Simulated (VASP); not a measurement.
# Se (P3_221) in VASP: a series of runs

Se is run at these levels: LDA, PBEsol; tasks: density of states, vibrations by perturbation theory.

Everything below comes from runs of VASP 6.6.1. Logs are shortened: lines on timing, memory, paths and dates and some standing lists are left out, and cuts for length are marked.

### Step 1. The cell of the first run

Symmetry: P3_221, No. 154, trigonal system. The conventional cell has a = 4.355 Å, b = 4.355 Å, c = 4.949 Å, α = 90.00°, β = 90.00°, γ = 120.00°. Within 3.1 Å of Se (site symmetry 2) lie 2 Se at 2.32 Å.

### Step 2. Density of states, LDA

POSCAR

```
Se
1.0
    4.3551700000      0.0000000000      0.0000000000
   -2.1775850000      3.7716878578      0.0000000000
    0.0000000000      0.0000000000      4.9494500000
Se
3
Direct
    0.7830000000      0.7830000000      0.5000000000
    0.0000000000      0.2170000000      0.8333333333
    0.2170000000      0.0000000000      0.1666666667
```

INCAR.step1

```
SYSTEM = Se
  ALGO = Normal
  EDIFF = 1E-6
  ENCUT = 520
  ISIF = 2
  ISMEAR = -1
  LASPH = .TRUE.
  LCHARG = .TRUE.
  LREAL = .FALSE.
  LWAVE = .FALSE.
  NBANDS = 16
  NELM = 60
  PREC = Accurate
  SIGMA = 0.1
```

KPOINTS.step1

```
k-points
0
G
  7 7 6
  0 0 0
```

INCAR.step2

```
SYSTEM = Se
  ALGO = Normal
  EDIFF = 1E-6
  ENCUT = 520
  ICHARG = 11
  ISIF = 2
  ISMEAR = -5
  LASPH = .TRUE.
  LCHARG = .FALSE.
  LORBIT = 10
  LREAL = .FALSE.
  LWAVE = .FALSE.
  NEDOS = 2001
  NELM = 60
  PREC = Accurate
  SIGMA = 0.1
```

KPOINTS.step2

```
k-points
0
G
  11 11 9
  0 0 0
```

Potentials or basis: VASP PAW LDA potentials, release 64 (Se).

The run is started by

```console
cat potpaw_LDA.64/Se/POTCAR > POTCAR
cp INCAR.step1 INCAR
cp KPOINTS.step1 KPOINTS
mpirun -np 1 vasp_std > vasp.out
cp INCAR.step2 INCAR
cp KPOINTS.step2 KPOINTS
mpirun -np 1 vasp_std > vasp.out
```

OUTCAR:

```text
SYSTEM = Se
   EDIFF = 1E-6
   ENCUT = 520
   ICHARG = 11
   ISIF = 2
   ISMEAR = -5
   LASPH = .TRUE.
   LORBIT = 10
   LREAL = .FALSE.
   NELM = 60
   PREC = Accurate

 ion  position               nearest neighbor table
   1  0.783  0.783  0.500-   3 2.32   2 2.32
   2  0.000  0.217  0.833-   1 2.32   3 2.32
   3  0.217  0.000  0.167-   1 2.32   2 2.32

  LATTYP: Found a hexagonal cell.
 ALAT       =     4.3551700000
 C/A-ratio  =     1.1364539157

  Lattice vectors:

 A1 = (   4.3551700000,   0.0000000000,   0.0000000000)
 A2 = (  -2.1775850000,   3.7716878578,   0.0000000000)
 A3 = (   0.0000000000,   0.0000000000,   4.9494500000)

Analysis of symmetry for initial positions (statically):
=====================================================================
 Subroutine PRICEL returns:
 Original cell was already a primitive cell.

 Routine SETGRP: Setting up the symmetry group for a
 hexagonal supercell.

 Subroutine GETGRP returns: Found  6 space group operations
 (whereof  2 operations were pure point group operations)
 out of a pool of 24 trial point group operations.

The static configuration has the point symmetry C_2 .
 The point group associated with its full space group is D_3 .

Analysis of symmetry for dynamics (positions and initial velocities):
=====================================================================
 Subroutine PRICEL returns:
 Original cell was already a primitive cell.

 Routine SETGRP: Setting up the symmetry group for a
 hexagonal supercell.

 Subroutine GETGRP returns: Found  6 space group operations
 (whereof  2 operations were pure point group operations)
 out of a pool of 24 trial point group operations.

The dynamic configuration has the point symmetry C_2 .
 The point group associated with its full space group is D_3 .

 Subroutine INISYM returns: Found  6 space group operations
 (whereof  2 operations are pure point group operations),
 and found     1 'primitive' translations

----------------------------------------------------------------------------------------

                                     Primitive cell

  volume of cell :      81.3014

  direct lattice vectors                    reciprocal lattice vectors
     4.355170000  0.000000000  0.000000000     0.229612162  0.132566644  0.000000000
    -2.177585000  3.771687858  0.000000000     0.000000000  0.265133287  0.000000000
     0.000000000  0.000000000  4.949450000     0.000000000  0.000000000  0.202042651

  length of vectors
     4.355170000  4.355170000  4.949450000     0.265133287  0.265133287  0.202042651
[... 105 lines left out ...]
     AMIX_MAG =   1.60;   BMIX_MAG =  1.00
  volume/ion in A,a.u.               =      27.10       182.88
  Fermi-wavevector in a.u.,A,eV,Ry     =   0.990375  1.871538 13.345178  0.980843
  Thomas-Fermi vector in A             =   2.122041
   LORBIT       =     10    0 simple, 1 ext, 2 COOP (PROOUT), +10 PAW based schemes
   GGA     = CA    functional components
   LHFCALC =     F    Hartree Fock is set to
   AEXX    =    0.0000 exact exchange contribution
   IVDW    =     0    specifies the selected vdW correction
   LEPSILON=     F    determine dielectric tensor
   LRPA    =     F    only Hartree local field effects (RPA)
 non-spin polarized calculation
 Fermi weights with tetrahedron method with Bloechl corrections
  energy-cutoff  :      520.00
  volume of cell :       81.30
 maximum number of plane-waves:      2208

 number of electron      17.9999995 magnetization

 Free energy of the ion-electron system (eV)
  ---------------------------------------------------
  ext. energy  EPLUGINS =         0.00000000
  ---------------------------------------------------
  free energy    TOTEN  =       -12.25869246 eV

  energy without entropy =      -12.25869246  energy(sigma->0) =      -12.25869246

 E-fermi :   2.7380     XC(G=0):  -9.1791

 val. band max:        2.7273020618   @ k =   0.4545   0.0000   0.4444
 cond. band min:       3.8108992878   @ k =   0.3636   0.2727   0.4444
 fundamental gap:      1.0835972260
 Fermi energy:         2.7380206966

 k-point     1 :       0.0000    0.0000    0.0000
  band No.  band energies     occupation
      1     -13.4320      2.00000
      2      -9.1235      2.00000
      3      -9.1235      2.00000
      4      -1.2628      2.00000
      5      -1.2628      2.00000
      6      -1.0805      2.00000
      7       0.5594      2.00000
      8       0.5594      2.00000
      9       2.3534      2.00000
     10       4.7078      0.00000
     11       4.7078      0.00000
     12       5.1107      0.00000
     13       8.4850      0.00000
[... 354 lines left out ...]
  band No.  band energies     occupation
      1     -13.0240      2.00000
      2      -9.9463      2.00000
      3      -8.6194      2.00000
      4      -2.5606      2.00000
      5      -2.2517      2.00000
      6      -0.8774      2.00000
      7       0.3326      2.00000
      8       1.0500      2.00000
      9       1.7610      2.00000
     10       4.6828      0.00000
     11       5.0617      0.00000
     12       6.2162      0.00000
     13       8.0999      0.00000

 [... further k-points ...]

------------------------ aborting loop because EDIFF is reached ----------------------------------------

  FORCE on cell =-STRESS in cart. coord.  units (eV):
  Direction    XX          YY          ZZ          XY          YZ          ZX
  --------------------------------------------------------------------------------------
  -------------------------------------------------------------------------------------
  Total        0.4387153      0.4387153      1.6124868      0.0000000     -0.0000000      0.0000000
  in kB        8.6456085      8.6456085     31.7767112      0.0000000     -0.0000000      0.0000000
  external PRESSURE =      16.3559760 kB  Pullay stress =       0.0000000 kB

 VOLUME and BASIS-vectors are now :
 -----------------------------------------------------------------------------
  energy-cutoff  :      520.00
  volume of cell :       81.30
      direct lattice vectors                 reciprocal lattice vectors
     4.355170000  0.000000000  0.000000000     0.229612162  0.132566644  0.000000000
    -2.177585000  3.771687858  0.000000000     0.000000000  0.265133287  0.000000000
     0.000000000  0.000000000  4.949450000     0.000000000  0.000000000  0.202042651

 POSITION                                       TOTAL-FORCE (eV/Angst)
 -----------------------------------------------------------------------------------
      1.70505      2.95323      2.47472        -0.487922     -0.845106     -0.000000
     -0.47254      0.81846      4.12454        -0.487922      0.845106      0.000000
      0.94507      0.00000      0.82491         0.975844      0.000000     -0.000000
 -----------------------------------------------------------------------------------
    total drift:                               -0.000022     -0.000039     -0.000000

  FREE ENERGIE OF THE ION-ELECTRON SYSTEM (eV)
  ---------------------------------------------------
  free  energy   TOTEN  =       -12.2586924627 eV

  energy  without entropy=      -12.2586924627  energy(sigma->0) =      -12.25869246

 total charge

# of ion       s       p       d       tot
------------------------------------------
    1        1.514   2.205   0.066   3.786
    2        1.514   2.205   0.066   3.786
    3        1.514   2.205   0.066   3.786
--------------------------------------------------
tot          4.543   6.616   0.198  11.357
```

OUTCAR.step1:

```text
SYSTEM = Se
   EDIFF = 1E-6
   ENCUT = 520
   ISIF = 2
   ISMEAR = -1
   LASPH = .TRUE.
   LREAL = .FALSE.
   NELM = 60
[... 680 lines left out ...]
      1.70505      2.95323      2.47472        -0.488573     -0.846233     -0.000000
     -0.47254      0.81846      4.12454        -0.488573      0.846233     -0.000000
      0.94507      0.00000      0.82491         0.977145     -0.000000      0.000000
 -----------------------------------------------------------------------------------
    total drift:                               -0.000000     -0.000000     -0.000000

  FREE ENERGIE OF THE ION-ELECTRON SYSTEM (eV)
  ---------------------------------------------------
  free  energy   TOTEN  =       -12.2579417860 eV

  energy  without entropy=      -12.2574682945  energy(sigma->0) =      -12.25770504
```

It took 61 s on 1 thread of Intel Xeon Platinum 8259CL at 2.50GHz (Skylake/Cascade Lake), shared host; peak memory 0.22 GiB.

What came out:

```
Valence electrons inside the program's atomic spheres : Se 3.79
```

### Step 3. Vibrations by perturbation theory, LDA

INCAR

```
SYSTEM = Se
PREC = Accurate
ENCUT = 520
EDIFF = 1E-8
ISMEAR = 0
SIGMA = 0.01
LREAL = .False.
LASPH = .True.
NELM = 100
ALGO = Normal
ISIF = 2
LWAVE = .False.
LCHARG = .False.
NBANDS = 16
IBRION = 8
NSW = 1
LEPSILON = .True.
```

KPOINTS

```
Automatic mesh
0
Gamma
  5 5 5
  0 0 0
```

POSCAR is that of step 2.

Potentials or basis: VASP PAW LDA potentials, release 64 (Se).

The run is started by

```console
cat potpaw_LDA.64/Se/POTCAR > POTCAR
mpirun -np 1 vasp_std > vasp.out
```

OUTCAR:

```text
SYSTEM = Se
   PREC = Accurate
   ENCUT = 520
   EDIFF = 1E-8
   ISMEAR = 0
   LREAL = .False.
   LASPH = .True.
   NELM = 100
   ISIF = 2
   IBRION = 8
   NSW = 1
   LEPSILON = .True.

 ion  position               nearest neighbor table
   1  0.783  0.783  0.500-   3 2.32   2 2.32
   2  0.000  0.217  0.833-   1 2.32   3 2.32
   3  0.217  0.000  0.167-   1 2.32   2 2.32

  LATTYP: Found a hexagonal cell.
 ALAT       =     4.3551700000
 C/A-ratio  =     1.1364539157

[... 737 lines left out ...]
   9 f/i=    0.009677 THz     0.060803 2PiTHz    0.322796 cm-1     0.040022 meV
             X         Y         Z           dx          dy          dz
      1.705049  2.953232  2.474725    -0.576953   -0.032685   -0.000578
     -0.472536  0.818456  4.124542    -0.577089   -0.034999    0.000619
      0.945072  0.000000  0.824908    -0.575018   -0.033960   -0.000041

--------------------------------------------------------------------------------------------------------

 MACROSCOPIC STATIC DIELECTRIC TENSOR IONIC CONTRIBUTION
 ------------------------------------------------------
           0.654861     0.000000    -0.000000
           0.000000     0.654861    -0.000000
          -0.000000    -0.000000     2.024126
 ------------------------------------------------------

 ELASTIC MODULI CONTR FROM IONIC RELAXATION (kBar)
 Direction    XX          YY          ZZ          XY          YZ          ZX
 --------------------------------------------------------------------------------
 XX        -406.3664   -235.3949   -462.0407     -0.0000    177.2713     -0.0000
 YY        -235.3949   -406.3664   -462.0407      0.0000   -177.2713     -0.0000
 ZZ        -462.0407   -462.0407   -665.2991      0.0000      0.0000     -0.0000
 XY           0.0000      0.0000      0.0000    -86.8755     -0.0000    178.0959
 YZ         177.2713   -177.2713      0.0000      0.0000   -388.2941     -0.0000
 ZX          -0.0000     -0.0000     -0.0000    178.0959     -0.0000   -398.7380
 --------------------------------------------------------------------------------

 PIEZOELECTRIC TENSOR IONIC CONTR  for field in x, y, z        (C/m^2)
          XX          YY          ZZ          XY          YZ          ZX
  --------------------------------------------------------------------------------
  x    -0.08424     0.08424     0.00000    -0.00000     0.07331     0.00000
  y    -0.00000    -0.00000    -0.00000     0.08424     0.00000    -0.05818
  z     0.00000     0.00000     0.00000    -0.04991    -0.00000    -0.00000
```

stdout:

```text
POSCAR found type information on POSCAR Se
 POSCAR found :  1 types and       3 ions
 scaLAPACK will be used
 LDA part: xc-table for (Slater(with rela. corr.)+CA(PZ))
 , standard interpolation
 POSCAR, INCAR and KPOINTS ok, starting setup
 FFT: planning ... GRIDC
 FFT: planning ... GRID_SOFT
 FFT: planning ... GRID
[... 24 lines left out ...]
 Linear response to external field, progress :
  Direction:   3
 dielectric tensor                  component  3 :    -0.454    -2.143    14.104
 Linear response DOF=           2
 Linear response progress:
 first order change of Fermi-energy  -0.48457E+00
 force on displaced ion       1 direction 1 :  -4.758  -2.658   2.599
 Born effective charge ion    1 direction 1 :  -0.325   0.567  -0.597
 Linear response progress:
 first order change of Fermi-energy   0.89066E-04
 force on displaced ion       1 direction 3 :   2.601  -1.492 -10.828
 Born effective charge ion    1 direction 3 :  -0.254   0.145   0.017
 Born effective charges drift removed
 Linear response finished
```

It took 6 min on 1 thread of Intel Xeon Platinum 8259CL at 2.50GHz (Skylake/Cascade Lake), shared host; peak memory 0.31 GiB.

What came out:

* Electronic dielectric tensor (diagonal): 8.83, 8.83, 14.10
* Born charges (mean of the diagonal): Se +0.00 e
* Highest phonon frequency at Γ: 262 cm⁻¹

Phonon frequencies in cm⁻¹ (negative: imaginary):
```csv
q point,frequencies
"(0.000, 0.000, 0.000)",0 0 0 74 126 126 261 261 262
```

Electronic dielectric tensor:
```
 8.83  0.00  0.00
 0.00  8.83  0.00
 0.00  0.00 14.10
```

Born effective charge tensors (e):
atom 1, Se
```
-0.33  0.56 -0.25
 0.56  0.33  0.15
-0.60  0.35  0.00
```
atom 2, Se
```
-0.33 -0.56  0.25
-0.56  0.33  0.15
 0.60  0.35  0.00
```
atom 3, Se
```
 0.65  0.00  0.00
 0.00 -0.65 -0.29
 0.00 -0.69  0.00
```

Caveat: the cell wasn't relaxed at this level first, which shifts response properties.

(Part 1 of 2 ends here.)
